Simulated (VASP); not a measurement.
# Pt (Fm-3m) in VASP: elastic constants with PBE

Aim: the elastic constants of Pt with PBE.

Everything below comes from runs of VASP 6.6.1. Logs are shortened: lines on timing, memory, paths and dates and some standing lists are left out, and cuts for length are marked.

### 1 The cell of the first run

The structure is cubic, space group Fm-3m (No. 225). The conventional cell has a = 3.974 Å, b = 3.974 Å, c = 3.974 Å, α = 90.00°, β = 90.00°, γ = 90.00°. Pt (site symmetry m-3m) has 12 Pt at 2.81 Å within 3.7 Å.

### 2 Elastic constants, PBE

Contents of INCAR:

```
SYSTEM = Pt
PREC = Accurate
ENCUT = 600
EDIFF = 1E-8
ISMEAR = -1
SIGMA = 0.15
LREAL = .FALSE.
LASPH = .TRUE.
NELM = 80
ALGO = Normal
ISIF = 3
LWAVE = .FALSE.
LCHARG = .FALSE.
GGA = PE
IBRION = 6
NFREE = 2
POTIM = 0.015
NSW = 1
```

Contents of KPOINTS:

```
regular mesh
0
G
  18 18 18
  0 0 0
```

Contents of POSCAR:

```
Pt
1.0
    0.0000000000      1.9870576058      1.9870576058
    1.9870576058      0.0000000000      1.9870576058
    1.9870576058      1.9870576058      0.0000000000
Pt
1
Direct
    0.0000000000      0.0000000000      0.0000000000
```

Potentials or basis: VASP PAW PBE potentials, release 64 (Pt).

On the command line:

```console
> cat potpaw_PBE.64/Pt/POTCAR > POTCAR
> mpirun -np 1 vasp_std > vasp.out
```

OUTCAR:

```text
SYSTEM = Pt
   PREC = Accurate
   ENCUT = 600
   EDIFF = 1E-8
   ISMEAR = -1
   LREAL = .FALSE.
   LASPH = .TRUE.
   NELM = 80
   ISIF = 3
   GGA = PE
   IBRION = 6
   NFREE = 2
   POTIM = 0.015
   NSW = 1

 ion  position               nearest neighbor table
   1  0.000  0.000  0.000-

  LATTYP: Found a face centered cubic cell.
 ALAT       =     3.9741152116

  Lattice vectors:

 A1 = (   0.0000000000,   1.9870576058,   1.9870576058)
 A2 = (   1.9870576058,   0.0000000000,   1.9870576058)
 A3 = (   1.9870576058,   1.9870576058,   0.0000000000)

Analysis of symmetry for initial positions (statically):
=====================================================================
 Subroutine PRICEL returns:
 Original cell was already a primitive cell.

 Routine SETGRP: Setting up the symmetry group for a
 face centered cubic supercell.

 Subroutine GETGRP returns: Found 48 space group operations
 (whereof 48 operations were pure point group operations)
 out of a pool of 48 trial point group operations.

The static configuration has the point symmetry O_h .

Analysis of symmetry for dynamics (positions and initial velocities):
=====================================================================
 Subroutine PRICEL returns:
 Original cell was already a primitive cell.

 Routine SETGRP: Setting up the symmetry group for a
 face centered cubic supercell.

 Subroutine GETGRP returns: Found 48 space group operations
 (whereof 48 operations were pure point group operations)
 out of a pool of 48 trial point group operations.

The dynamic configuration has the point symmetry O_h .

 Subroutine INISYM returns: Found 48 space group operations
 (whereof 48 operations are pure point group operations),
 and found     1 'primitive' translations

----------------------------------------------------------------------------------------

                                     Primitive cell

  volume of cell :      15.6914

  direct lattice vectors                    reciprocal lattice vectors
     0.000000000  1.987057606  1.987057606    -0.251628337  0.251628337  0.251628337
     1.987057606  0.000000000  1.987057606     0.251628337 -0.251628337  0.251628337
     1.987057606  1.987057606  0.000000000     0.251628337  0.251628337 -0.251628337

  length of vectors
     2.810123815  2.810123815  2.810123815     0.435833064  0.435833064  0.435833064

  position of ions in fractional coordinates (direct lattice)
     0.000000000  0.000000000  0.000000000

  ion indices of the primitive-cell ions
   primitive index   ion index
                 1           1

----------------------------------------------------------------------------------------

 KPOINTS: regular mesh

Automatic generation of k-mesh.
 Grid dimensions read from file:
 generate k-points for:   18   18   18

 Generating k-lattice:

  Cartesian coordinates                     Fractional coordinates (reciprocal lattice)
    -0.013979352  0.013979352  0.013979352     0.055555556  0.000000000  0.000000000
     0.013979352 -0.013979352  0.013979352     0.000000000  0.055555556  0.000000000
     0.013979352  0.013979352 -0.013979352     0.000000000  0.000000000  0.055555556

  Length of vectors
     0.024212948  0.024212948  0.024212948

  Shift w.r.t. Gamma in fractional coordinates (k-lattice)
     0.000000000  0.000000000  0.000000000

 Subroutine IBZKPT returns following result:
 ===========================================

 Found    195 irreducible k-points:

 Following reciprocal coordinates:
            Coordinates               Weight
  0.000000  0.000000  0.000000      1.000000
  0.055556  0.000000  0.000000      8.000000
  0.111111  0.000000  0.000000      8.000000
  0.166667  0.000000  0.000000      8.000000
  0.222222  0.000000  0.000000      8.000000
  0.277778  0.000000  0.000000      8.000000
[... 16 lines left out ...]
 -0.277778  0.055556  0.000000     24.000000
 -0.222222  0.055556  0.000000     24.000000
 [... further k-points ...]
   k-points           NKPTS =    195   k-points in BZ     NKDIM =    195   number of bands    NBANDS=      9
   number of dos      NEDOS =    301   number of ions     NIONS =      1
   total plane-waves  NPLWV =  13824
   dimension x,y,z NGX =    24 NGY =   24 NGZ =   24
   dimension x,y,z NGXF=    48 NGYF=   48 NGZF=   48
[... 18 lines left out ...]
   NFREE  =      2    steps in history (QN), initial steepest desc. (CG)
   ISIF   =      3    stress and relaxation
   ISYM   =      2    0-nonsym 1-usesym 2-fastsym
   POTIM  = 0.0150    time-step for ionic-motion
   TEBEG  =    0.0;   TEEND  =   0.0 temperature during run
   PSTRESS=    0.0 pullay stress
   NELECT =      10.0000    total number of electrons
   NUPDOWN=      -1.0000    fix difference up-down
   EMIN   =  10.00;   EMAX   =-10.00  energy-range for DOS
   EFERMI =   0.00;   METHOD = LEGACY
   ISMEAR =    -1;   SIGMA  =   0.15  broadening in eV -4-tet -1-fermi 0-gaus
   EFERMI_NEDOS =   21; number of points for ismear=-14 and -15
   IALGO  =     38    algorithm
   IMIX   =      4    mixing-type and parameters
     AMIX     =   0.40;   BMIX     =  1.00
     AMIX_MAG =   1.60;   BMIX_MAG =  1.00
  volume/ion in A,a.u.               =      15.69       105.89
  Fermi-wavevector in a.u.,A,eV,Ry     =   1.408816  2.662277 27.004346  1.984763
  Thomas-Fermi vector in A             =   2.530936
   LORBIT       =      0    0 simple, 1 ext, 2 COOP (PROOUT), +10 PAW based schemes
   GGA     = PE    functional components
   LHFCALC =     F    Hartree Fock is set to
   AEXX    =    0.0000 exact exchange contribution
   IVDW    =     0    specifies the selected vdW correction
   LEPSILON=     F    determine dielectric tensor
   LRPA    =     F    only Hartree local field effects (RPA)
 finite differences with symmetry
 non-spin polarized calculation
  energy-cutoff  :      600.00
  volume of cell :       15.69
 maximum number of plane-waves:       544
   NGX = 11   NGY = 11   NGZ = 11

--------------------------------------- Ionic step        1  -------------------------------------------

 number of electron      10.0000002 magnetization

 Free energy of the ion-electron system (eV)
  ---------------------------------------------------
  ext. energy  EPLUGINS =         0.00000000
  ---------------------------------------------------
  free energy    TOTEN  =        -6.16192212 eV

  energy without entropy =       -6.04586936  energy(sigma->0) =       -6.10389574

------------------------ aborting loop because EDIFF is reached ----------------------------------------

  FORCE on cell =-STRESS in cart. coord.  units (eV):
  Direction    XX          YY          ZZ          XY          YZ          ZX
  --------------------------------------------------------------------------------------
  -------------------------------------------------------------------------------------
  Total       -0.0355700     -0.0355700     -0.0355700      0.0000000      0.0000000      0.0000000
  in kB       -3.6318961     -3.6318961     -3.6318961      0.0000000      0.0000000      0.0000000
  external PRESSURE =      -3.6318961 kB  Pullay stress =       0.0000000 kB
[... 86 lines left out ...]
  FREE ENERGIE OF THE ION-ELECTRON SYSTEM (eV)
  ---------------------------------------------------
  free  energy   TOTEN  =        -6.1589863525 eV

  energy  without entropy=       -6.0449032441  energy(sigma->0) =       -6.10194480

[... ionic steps 4 to 12 ...]

--------------------------------------- Ionic step       13  -------------------------------------------

 number of electron      10.0000001 magnetization

------------------------ aborting loop because EDIFF is reached ----------------------------------------
[... 65 lines left out ...]
--------------------------------------- Ionic step       15  -------------------------------------------

 number of electron      10.0000001 magnetization

 Free energy of the ion-electron system (eV)
  ---------------------------------------------------
  ext. energy  EPLUGINS =         0.00000000
  ---------------------------------------------------
  free energy    TOTEN  =        -6.16192198 eV

  energy without entropy =       -6.04586922  energy(sigma->0) =       -6.10389560

 E-fermi :  10.5387     XC(G=0): -13.2533

 val. band max:       10.5337174910   @ k =  -0.4444   0.2778   0.0556
 cond. band min:      10.5388659991   @ k =   0.5000   0.2778   0.0556
 fundamental gap:      0.0051485081
 Fermi energy:        10.5387254255

 k-point     1 :       0.0000    0.0000    0.0000
  band No.  band energies     occupation
      1       0.7411      2.00000
      2       6.9681      2.00000
      3       6.9681      2.00000
      4       6.9681      2.00000
      5       8.9839      1.99994
      6       8.9839      1.99994
      7      25.2623      0.00000
      8      30.0016      0.00000
      9      30.0016      0.00000
[... 265 lines left out ...]
 k-point    24 :      -0.2222    0.0556    0.0000
  band No.  band energies     occupation
      1       2.7234      2.00000
      2       6.5096      2.00000
      3       7.3384      2.00000
      4       7.4016      2.00000
      5       8.8106      1.99998
      6       9.4457      1.99863
      7      23.9775      0.00000
      8      26.9806      0.00000
      9      31.1669      0.00000

 [... further k-points ...]
[... 5 lines left out ...]
  --------------------------------------------------------------------------------------
  -------------------------------------------------------------------------------------
  Total       -0.0355626     -0.0355626     -0.0355626      0.0000000      0.0000000      0.0000000
  in kB       -3.6311424     -3.6311424     -3.6311424      0.0000000      0.0000000      0.0000000
  external PRESSURE =      -3.6311424 kB  Pullay stress =       0.0000000 kB
[... 16 lines left out ...]
  FREE ENERGIE OF THE ION-ELECTRON SYSTEM (eV)
  ---------------------------------------------------
  free  energy   TOTEN  =        -6.1619219805 eV

  energy  without entropy=       -6.0458692221  energy(sigma->0) =       -6.10389560

 INTERNAL STRAIN TENSORS FROM STRAINED CELLS
 ============================================

 INTERNAL STRAIN TENSOR FOR ION    1 for displacements in x,y,z  (eV/Angst):
          X           Y           Z          XY          YZ          ZX
  --------------------------------------------------------------------------------
  x     0.00000     0.00000     0.00000     0.00000     0.00000    -0.00000
  y     0.00000    -0.00000    -0.00000     0.00000     0.00000     0.00000
  z    -0.00000    -0.00000     0.00000    -0.00000     0.00000    -0.00000

 INTERNAL STRAIN TENSORS FROM DISPLACED ATOMS
 ============================================

 INTERNAL STRAIN TENSOR FOR ION    1 for displacements in x,y,z  (eV/Angst):
          X           Y           Z          XY          YZ          ZX
  --------------------------------------------------------------------------------
  x     0.00000     0.00000     0.00000     0.00000     0.00000     0.00000
  y     0.00000     0.00000     0.00000     0.00000     0.00000     0.00000
  z     0.00000     0.00000     0.00000     0.00000     0.00000     0.00000

 Eigenvectors and eigenvalues of the dynamical matrix
 ----------------------------------------------------

   1 f/i=    0.000000 THz     0.000000 2PiTHz    0.000000 cm-1     0.000000 meV
             X         Y         Z           dx          dy          dz
      0.000000  0.000000  0.000000     0.924678   -0.380750    0.000000

   2 f/i=    0.000000 THz     0.000000 2PiTHz    0.000000 cm-1     0.000000 meV
             X         Y         Z           dx          dy          dz
      0.000000  0.000000  0.000000    -0.380750   -0.924678    0.000000

   3 f/i=    0.000000 THz     0.000000 2PiTHz    0.000000 cm-1     0.000000 meV
             X         Y         Z           dx          dy          dz
      0.000000  0.000000  0.000000     0.000000    0.000000    1.000000

--------------------------------------------------------------------------------------------------------

 ELASTIC MODULI CONTR FROM IONIC RELAXATION (kBar)
 Direction    XX          YY          ZZ          XY          YZ          ZX
 --------------------------------------------------------------------------------
 XX           0.0000      0.0000      0.0000      0.0000      0.0000      0.0000
 YY           0.0000      0.0000      0.0000      0.0000      0.0000      0.0000
 ZZ           0.0000      0.0000      0.0000      0.0000      0.0000      0.0000
 XY           0.0000      0.0000      0.0000      0.0000      0.0000      0.0000
 YZ           0.0000      0.0000      0.0000      0.0000      0.0000      0.0000
 ZX           0.0000      0.0000      0.0000      0.0000      0.0000      0.0000
 --------------------------------------------------------------------------------

 TOTAL ELASTIC MODULI (kBar)
 Direction    XX          YY          ZZ          XY          YZ          ZX
 --------------------------------------------------------------------------------
 XX        3068.8816   2127.0808   2127.0808      0.0000      0.0000     -0.0000
 YY        2127.0808   3068.8816   2127.0808      0.0000     -0.0000     -0.0000
 ZZ        2127.0808   2127.0808   3068.8816      0.0000      0.0000      0.0000
 XY           0.0000      0.0000      0.0000    793.7345      0.0000     -0.0000
 YZ           0.0000     -0.0000      0.0000      0.0000    793.7345      0.0000
 ZX          -0.0000     -0.0000      0.0000     -0.0000      0.0000    793.7345
 --------------------------------------------------------------------------------
```

Run time: 6.2 min. Hardware: 1 thread of Intel Xeon 6975P-C (Granite Rapids), shared host; peak memory 0.6 GiB.

What came out:

```
Elastic constants C11, C12, C44 : 307, 213, 79 GPa
Voigt bulk modulus              : 244 GPa
```

Elastic tensor in Voigt notation (GPa, in the Cartesian axes of the cell as first typed):
```
307 213 213   0   0   0
213 307 213   0   0   0
213 213 307   0   0   0
  0   0   0  79   0   0
  0   0   0   0  79   0
  0   0   0   0   0  79
```

Clamped-ion elastic tensor (GPa):
```
307 213 213   0   0   0
213 307 213   0   0   0
213 213 307   0   0   0
  0   0   0  79   0   0
  0   0   0   0  79   0
  0   0   0   0   0  79
```

Caveat: spin-orbit coupling is left out, which moves the levels of the heavy elements.
